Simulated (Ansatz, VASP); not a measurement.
**InSb3 in VASP and in Ansatz**

```
In Sb
1.0
     0.00000    3.66207    3.66207
     3.66207    0.00000    3.66207
     3.66207    3.66207    0.00000
In Sb
1 3
Cartesian
  0.0000 0.0000 0.0000
  1.8310 1.8310 1.8310
  5.4931 5.4931 5.4931
  3.6621 3.6621 3.6621
```

Alike in both runs: functional PBEsol; dispersion D3(BJ); k mesh 10 × 10 × 10; occupations gaussian, width 0.1 eV; no spin polarisation.

Ansatz relaxed the structure, and its values are those at the end. VASP's run is a single point on that final structure, the one shown.

```csv
,VASP,Ansatz
version,VASP 6.6.1,Ansatz 0.2.0
potentials or method,"VASP PAW PBE potentials, release 64 (In_d, Sb), cutoff 520 eV","scalar-relativistic, plane waves, PAW"
valence electrons in the cell,28,58
```

```tsv
	VASP	Ansatz	Ansatz less VASP
gap on the k mesh at the Fermi level (eV)	none	none	-
pressure (GPa)	0.0	0.0	-0.04
```

VASP's potentials were made for PBE, not for PBEsol. A gap of «none» marks a metal or a gap that the smearing closes. VASP's potentials hold 28 valence electrons a cell and Ansatz's 58, so a difference there can come from the potentials and not from the codes.

Spin-orbit coupling is off throughout.
